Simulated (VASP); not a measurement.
# Al (I4/mmm) in VASP: a series of runs

Al is run at these levels: PBE+D3(BJ); tasks: single point.

Everything below comes from runs of VASP 6.6.1. Logs are shortened: lines on timing, memory, paths and dates and some standing lists are left out, and cuts for length are marked.

## 1. The cell of the first run

It takes space group I4/mmm (No. 139, tetragonal). The conventional cell has a = 2.766 Å, b = 2.766 Å, c = 4.566 Å, α = 90.00°, β = 90.00°, γ = 90.00°. Within 3.6 Å of Al (site symmetry 4/mmm) lie 12 Al at 2.77 to 3.01 Å.

## 2. Single point, PBE+D3(BJ) (17.47 Å³/atom)

File INCAR:

```
SYSTEM = Al
PREC = Accurate
ENCUT = 520
EDIFF = 1E-6
ISMEAR = 0
SIGMA = 0.15
LREAL = .False.
LASPH = .True.
NELM = 60
ALGO = Fast
ISIF = 2
LWAVE = .False.
LCHARG = .False.
GGA = PE
IVDW = 12
NBANDS = 8
```

File KPOINTS:

```
Automatic mesh
0
Gamma
  22 22 22
  0 0 0
```

File POSCAR:

```
Al
1.0
    0.0000000000      1.9560910427      2.2827582469
    1.9560910427      0.0000000000      2.2827582469
    1.9560910427      1.9560910427      0.0000000000
Al
1
Direct
    0.0000000000      0.0000000000      0.0000000000
```

Potentials or basis: VASP PAW PBE potentials, release 64 (Al).

The run is started by

```sh
> cat potpaw_PBE.64/Al/POTCAR > POTCAR
> mpirun -np 1 vasp_std > vasp.out
```

OUTCAR:

```text
SYSTEM = Al
   PREC = Accurate
   ENCUT = 520
   EDIFF = 1E-6
   ISMEAR = 0
   LREAL = .False.
   LASPH = .True.
   NELM = 60
   ISIF = 2
   GGA = PE
   IVDW = 12
 IVDW          = 12

 ion  position               nearest neighbor table
   1  0.000  0.000  0.000-

  LATTYP: Found a body centered tetragonal cell.
 ALAT       =     2.7663304818
 C/A-ratio  =     1.6503872273

  Lattice vectors:

 A1 = (  -1.9560910427,   0.0000000000,   2.2827582469)
 A2 = (   1.9560910427,   0.0000000000,   2.2827582469)
 A3 = (   0.0000000000,   1.9560910427,  -2.2827582469)

Analysis of symmetry for initial positions (statically):
=====================================================================
 Subroutine PRICEL returns:
 Original cell was already a primitive cell.

 Routine SETGRP: Setting up the symmetry group for a
 body centered tetragonal supercell.

 Subroutine GETGRP returns: Found 16 space group operations
 (whereof 16 operations were pure point group operations)
 out of a pool of 16 trial point group operations.

The static configuration has the point symmetry D_4h.

Analysis of symmetry for dynamics (positions and initial velocities):
=====================================================================
 Subroutine PRICEL returns:
 Original cell was already a primitive cell.

 Routine SETGRP: Setting up the symmetry group for a
 body centered tetragonal supercell.

 Subroutine GETGRP returns: Found 16 space group operations
 (whereof 16 operations were pure point group operations)
 out of a pool of 16 trial point group operations.

The dynamic configuration has the point symmetry D_4h.

 Subroutine INISYM returns: Found 16 space group operations
 (whereof 16 operations are pure point group operations),
 and found     1 'primitive' translations

----------------------------------------------------------------------------------------

                                     Primitive cell

  volume of cell :      17.4690

  direct lattice vectors                    reciprocal lattice vectors
     0.000000000  1.956091043  2.282758247    -0.255611824  0.255611824  0.219033268
     1.956091043  0.000000000  2.282758247     0.255611824 -0.255611824  0.219033268
     1.956091043  1.956091043  0.000000000     0.255611824  0.255611824 -0.219033268

  length of vectors
     3.006206477  3.006206477  2.766330482     0.422670536  0.422670536  0.422670536

  position of ions in fractional coordinates (direct lattice)
     0.000000000  0.000000000  0.000000000

  ion indices of the primitive-cell ions
   primitive index   ion index
                 1           1

----------------------------------------------------------------------------------------

 KPOINTS: Automatic mesh

Automatic generation of k-mesh.
 Grid dimensions read from file:
 generate k-points for:   22   22   22

 Generating k-lattice:

  Cartesian coordinates                     Fractional coordinates (reciprocal lattice)
    -0.011618719  0.011618719  0.009956058     0.045454545  0.000000000  0.000000000
     0.011618719 -0.011618719  0.009956058     0.000000000  0.045454545  0.000000000
     0.011618719  0.011618719 -0.009956058     0.000000000  0.000000000  0.045454545

  Length of vectors
     0.019212297  0.019212297  0.019212297

  Shift w.r.t. Gamma in fractional coordinates (k-lattice)
     0.000000000  0.000000000  0.000000000

 Subroutine IBZKPT returns following result:
 ===========================================

 Found    834 irreducible k-points:

 Following reciprocal coordinates:
            Coordinates               Weight
  0.000000  0.000000  0.000000      1.000000
  0.045455 -0.000000  0.000000      8.000000
  0.090909 -0.000000  0.000000      8.000000
  0.136364 -0.000000  0.000000      8.000000
  0.181818  0.000000  0.000000      8.000000
  0.227273 -0.000000  0.000000      8.000000
[... 16 lines left out ...]
  0.500000  0.045455  0.000000      8.000000
 -0.454545  0.045455  0.000000      8.000000
 [... further k-points ...]
   k-points           NKPTS =    834   k-points in BZ     NKDIM =    834   number of bands    NBANDS=      8
   number of dos      NEDOS =    301   number of ions     NIONS =      1
   total plane-waves  NPLWV =  13824
   dimension x,y,z NGX =    24 NGY =   24 NGZ =   24
   dimension x,y,z NGXF=    48 NGYF=   48 NGZF=   48
   ions per type =               1
   NGX,Y,Z   is equivalent  to a cutoff of  13.27, 13.27, 14.42 a.u.
   NGXF,Y,Z  is equivalent  to a cutoff of  26.54, 26.54, 28.85 a.u.
 SYSTEM =  Al
   PREC   = accura    normal or accurate (medium, high low for compatibility)
   ISTART =      0    job   : 0-new  1-cont  2-samecut
   ICHARG =      2    charge: 1-file 2-atom 10-const
   ISPIN  =      1    spin polarized calculation?
   LNONCOLLINEAR =      F non collinear calculations
   LSORBIT =      F    spin-orbit coupling
   LASPH  =      T    aspherical Exc in radial PAW
   ENCUT  =  520.0 eV  38.22 Ry    6.18 a.u.   5.59  5.59  5.14*2*pi/ulx,y,z
   NELM   =     60;   NELMIN=  2; NELMDL= -5     # of ELM steps
   EDIFF  = 0.1E-05   stopping-criterion for ELM
   LREAL  =      F    real-space projection
   EDIFFG = 0.1E-04   stopping-criterion for IOM
   NSW    =      0    number of steps for IOM
   IBRION =     -1    ionic relax: 0-MD 1-quasi-New 2-CG
   NFREE  =      0    steps in history (QN), initial steepest desc. (CG)
   ISIF   =      2    stress and relaxation
   ISYM   =      2    0-nonsym 1-usesym 2-fastsym
   POTIM  = 0.5000    time-step for ionic-motion
   TEBEG  =    0.0;   TEEND  =   0.0 temperature during run
   PSTRESS=    0.0 pullay stress
   NELECT =       3.0000    total number of electrons
   NUPDOWN=      -1.0000    fix difference up-down
   EMIN   =  10.00;   EMAX   =-10.00  energy-range for DOS
   EFERMI =   0.00;   METHOD = LEGACY
   ISMEAR =     0;   SIGMA  =   0.15  broadening in eV -4-tet -1-fermi 0-gaus
   EFERMI_NEDOS =   21; number of points for ismear=-14 and -15
   IALGO  =     68    algorithm
   IMIX   =      4    mixing-type and parameters
     AMIX     =   0.40;   BMIX     =  1.00
     AMIX_MAG =   1.60;   BMIX_MAG =  1.00
  volume/ion in A,a.u.               =      17.47       117.89
  Fermi-wavevector in a.u.,A,eV,Ry     =   0.909968  1.719589 11.266181  0.828041
  Thomas-Fermi vector in A             =   2.034074
   LORBIT       =      0    0 simple, 1 ext, 2 COOP (PROOUT), +10 PAW based schemes
   GGA     = PE    functional components
   LHFCALC =     F    Hartree Fock is set to
   AEXX    =    0.0000 exact exchange contribution
   IVDW    =    12    specifies the selected vdW correction
   LEPSILON=     F    determine dielectric tensor
   LRPA    =     F    only Hartree local field effects (RPA)
 non-spin polarized calculation
 RMM-DIIS sequential band-by-band and
 Gauss-broadening in eV      SIGMA  =   0.15
  energy-cutoff  :      520.00
  volume of cell :       17.47
 maximum number of plane-waves:       485
   NGX = 11   NGY = 11   NGZ = 11

 number of electron       3.0000000 magnetization

 Free energy of the ion-electron system (eV)
  ---------------------------------------------------
  ext. energy  EPLUGINS =         0.00000000
  ---------------------------------------------------
  free energy    TOTEN  =        -3.69764161 eV

  energy without entropy =       -3.69303382  energy(sigma->0) =       -3.69533772

 E-fermi :   7.3874     XC(G=0):  -9.9891

 val. band max:        7.3854928250   @ k =  -0.3182   0.2273   0.4545
 cond. band min:       7.3877491308   @ k =  -0.3182   0.2727   0.0000
 fundamental gap:      0.0022563058
 Fermi energy:         7.3873899294

 k-point     1 :       0.0000    0.0000    0.0000
  band No.  band energies     occupation
      1      -3.3287      2.00000
      2      18.8426      0.00000
      3      20.5825      0.00000
      4      20.5825      0.00000
      5      20.7614      0.00000
      6      20.8321      0.00000
      7      20.8321      0.00000
      8      22.1794      0.00000

 k-point     2 :       0.0455   -0.0000    0.0000
  band No.  band energies     occupation
      1      -3.2740      2.00000
      2      18.2618      0.00000
      3      19.5647      0.00000
      4      20.1941      0.00000
      5      20.9150      0.00000
      6      21.3112      0.00000
      7      21.4169      0.00000
      8      22.1820      0.00000

 k-point     3 :       0.0909   -0.0000    0.0000
  band No.  band energies     occupation
      1      -3.1102      2.00000
      2      16.8297      0.00000
      3      18.7218      0.00000
      4      19.7940      0.00000
      5      20.5784      0.00000
      6      21.6670      0.00000
      7      21.9818      0.00000
      8      22.6223      0.00000

 k-point     4 :       0.1364   -0.0000    0.0000
  band No.  band energies     occupation
      1      -2.8376      2.00000
      2      15.1243      0.00000
      3      18.0712      0.00000
      4      19.4816      0.00000
      5      19.9141      0.00000
      6      21.6964      0.00000
      7      22.7376      0.00000
      8      23.4755      0.00000

 k-point     5 :       0.1818    0.0000    0.0000
  band No.  band energies     occupation
      1      -2.4568      2.00000
      2      13.3892      0.00000
      3      17.5176      0.00000
      4      19.2165      0.00000
      5      19.2606      0.00000
      6      21.6486      0.00000
      7      23.5464      0.00000
      8      24.5175      0.00000
[... 177 lines left out ...]
 k-point    22 :       0.4545    0.0455    0.0000
  band No.  band energies     occupation
      1       1.6045      2.00000
      2       4.9724      2.00000
      3      14.8235      0.00000
      4      17.5747      0.00000
      5      18.9411      0.00000
      6      21.8620      0.00000
      7      21.9313      0.00000
      8      24.7050      0.00000

 k-point    23 :       0.5000    0.0455    0.0000
  band No.  band energies     occupation
      1       2.6617      2.00000
      2       3.7308      2.00000
      3      14.6414      0.00000
      4      17.6314      0.00000
      5      19.3244      0.00000
      6      21.3760      0.00000
      7      22.2179      0.00000
      8      24.1151      0.00000

 k-point    24 :      -0.4545    0.0455    0.0000
  band No.  band energies     occupation
      1       2.5769      2.00000
      2       3.8239      2.00000
      3      14.5535      0.00000
      4      17.7716      0.00000
      5      19.7973      0.00000
      6      20.9134      0.00000
      7      22.6375      0.00000
      8      23.6475      0.00000

 [... further k-points ...]

------------------------ aborting loop because EDIFF is reached ----------------------------------------

 Edisp (eV)   -0.31692

 E8    (eV) :    -0.1416

  FORCE on cell =-STRESS in cart. coord.  units (eV):
  Direction    XX          YY          ZZ          XY          YZ          ZX
  --------------------------------------------------------------------------------------
  -------------------------------------------------------------------------------------
  Total      -0.30571    -0.30571    -1.15072     0.00000     0.00000     0.00000
  in kB     -28.03824   -28.03824  -105.53885     0.00000     0.00000     0.00000
  external pressure =      -53.87 kB  Pullay stress =        0.00 kB

 VOLUME and BASIS-vectors are now :
 -----------------------------------------------------------------------------
  energy-cutoff  :      520.00
  volume of cell :       17.47
      direct lattice vectors                 reciprocal lattice vectors
     0.000000000  1.956091043  2.282758247    -0.255611824  0.255611824  0.219033268
     1.956091043  0.000000000  2.282758247     0.255611824 -0.255611824  0.219033268
     1.956091043  1.956091043  0.000000000     0.255611824  0.255611824 -0.219033268

 POSITION                                       TOTAL-FORCE (eV/Angst)
 -----------------------------------------------------------------------------------
      0.00000      0.00000      0.00000        -0.000000      0.000000      0.000000
 -----------------------------------------------------------------------------------
    total drift:                                0.000000     -0.000000     -0.000000

  FREE ENERGIE OF THE ION-ELECTRON SYSTEM (eV)
  ---------------------------------------------------
  free  energy   TOTEN  =        -4.0145616370 eV

  energy  without entropy=       -4.0099538496  energy(sigma->0) =       -4.01225774
```

Wall time 45 s (1 thread of Intel Xeon Platinum 8488C (Sapphire Rapids), shared host); peak memory 0.22 GiB.

Results:

* Free energy: -4.0146 eV
* Pressure: -5.4 GPa
* Band gap on the k mesh: zero (an odd number of electrons rules out a gap without spin polarisation)
* Dispersion energy per atom: -0.317 eV

Stress tensor (GPa, compression positive):
```
 -2.80   0.00   0.00
  0.00  -2.80   0.00
  0.00   0.00 -10.55
```

Levels at points of the mesh, in eV from the Fermi level:
```tsv
k point	band 1	band 2	band 3	band 4
(0.00, 0.00, 0.00)	-10.72	11.46	13.20	13.20
(0.50, 0.00, 0.00)	-4.30	-4.19	8.44	9.15
(0.50, 0.50, 0.00)	-3.93	-3.56	6.46	7.28
(0.50, 0.00, 0.50)	-2.01	-0.49	4.10	4.98
```

Caveat: the stress differs along the axes, from -11 to -3 GPa.

## 3. Single point, PBE+D3(BJ) (17.47 Å³/atom)

File INCAR:

```
SYSTEM = Al
ALGO = Normal
EDIFF = 1E-6
ENCUT = 520
GGA = PE
ISIF = 2
ISMEAR = 0
IVDW = 12
LASPH = .True.
LCHARG = .False.
LREAL = .False.
LWAVE = .False.
NBANDS = 8
NELM = 100
PREC = Accurate
SIGMA = 0.15
```

File KPOINTS:

```
k-points
0
Gamma
  22 22 22
  0 0 0
```

File POSCAR:

```
Al
1.0
    0.0000000000      2.1682164520      1.8579446777
    2.1682164520      0.0000000000      1.8579446777
    2.1682164520      2.1682164520      0.0000000000
Al
1
Direct
    0.0000000000      0.0000000000      0.0000000000
```

Potentials or basis: VASP PAW PBE potentials, release 64 (Al).

The run is started by

```sh
> cat potpaw_PBE.64/Al/POTCAR > POTCAR
> mpirun -np 1 vasp_std > vasp.out
```

It took 42 s on 1 thread of Intel Xeon Platinum 8488C (Sapphire Rapids), shared host; peak memory 0.22 GiB.

The run converged. Its results:

| Item | Value |
| --- | --- |
| Free energy | -4.0178 eV |
| Pressure | -5.9 GPa |
| Band gap on the k mesh | zero (an odd number of electrons rules out a gap without spin polarisation) |
| Dispersion energy per atom | -0.317 eV |

Stress tensor (GPa, compression positive):
```
-7.90  0.00  0.00
 0.00 -7.90  0.00
 0.00  0.00 -1.92
```

Levels at points of the mesh, in eV from the Fermi level:
| k point | band 1 | band 2 | band 3 | band 4 |
| --- | --- | --- | --- | --- |
| (0.00, 0.00, 0.00) | -10.70 | 12.16 | 12.16 | 13.28 |
| (0.50, 0.00, 0.00) | -4.27 | -4.16 | 9.25 | 9.70 |
| (0.50, 0.50, 0.00) | -1.08 | 0.62 | 3.67 | 3.67 |
| (0.50, 0.00, 0.50) | -3.39 | -2.57 | 6.04 | 6.16 |

Caveat: the stress differs along the axes, from -8 to -2 GPa.
